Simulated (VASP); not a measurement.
Wanted: the native input for a VASP 6.6.1 run.

```yaml
Task: single point
Functional: r2SCAN
Potentials_or_basis: VASP PAW PBE potentials, release 64 (Li_sv, S)
Cutoff: 830 eV
k_mesh: 8 × 8 × 8
Occupations: gaussian, width 0.05 eV
Spin: no spin polarisation
Dipole_correction: no
Further_INCAR_settings: ALGO = Normal; EDIFF = 1e-06; NBANDS = 13
```

Li2S:

```
Li S
1.0
     0.00000    2.76838    2.76838
     2.76838    0.00000    2.76838
     2.76838    2.76838    0.00000
Li S
2 1
Direct
  0.25000 0.25000 0.25000
  0.75000 0.75000 0.75000
  0.00000 0.00000 0.00000
```

This cell differs from its parent crystal: strain -0.030 along x and y, -0.030 along z.

These files were run (other wordings do the same):

POSCAR

```
Li2S
1.0
    0.0000000000      2.7683800000      2.7683800000
    2.7683800000      0.0000000000      2.7683800000
    2.7683800000      2.7683800000      0.0000000000
Li S
2 1
Direct
    0.2500000000      0.2500000000      0.2500000000
    0.7500000000      0.7500000000      0.7500000000
    0.0000000000      0.0000000000      0.0000000000
```

INCAR.step1

```
SYSTEM = Li2S
ALGO = Normal
EDIFF = 1E-5
ENCUT = 830
GGA = PE
GGA_COMPAT = .False.
ISMEAR = 0
LASPH = .True.
LCHARG = .False.
LREAL = .False.
LWAVE = .True.
NBANDS = 13
NELM = 120
PREC = Accurate
SIGMA = 0.05
```

INCAR.step2

```
SYSTEM = Li2S
ALGO = Normal
EDIFF = 1E-6
ENCUT = 830
GGA_COMPAT = .False.
ISIF = 2
ISMEAR = 0
ISTART = 1
LASPH = .True.
LCHARG = .False.
LMIXTAU = .True.
LREAL = .False.
LWAVE = .False.
METAGGA = R2SCAN
NBANDS = 13
NELM = 120
PREC = Accurate
SIGMA = 0.05
```

KPOINTS

```
k-points
0
Gamma
  8 8 8
  0 0 0
```

Potentials or basis: VASP PAW PBE potentials, release 64 (Li_sv, S).

Command:

```console
$ cat potpaw_PBE.64/Li_sv/POTCAR potpaw_PBE.64/S/POTCAR > POTCAR
$ cp INCAR.step1 INCAR
$ mpirun -np 1 vasp_std > vasp.out
$ cp INCAR.step2 INCAR
$ mpirun -np 1 vasp_std > vasp.out
```

It gave:

```json
{
  "Pressure": "3.9 GPa",
  "Band gap on the k mesh": "3.80 eV, indirect (least direct gap 5.41 eV)"
}
```

Caveat: the cell differs from its parent crystal (strain -0.030 along x and y, -0.030 along z); the PAW data sets were made with another functional, which shifts forces and pressure a little.

Run time: 5.3 min on 1 thread of Intel Xeon 8259CL, with other jobs on the host, peak memory 0.27 GiB.
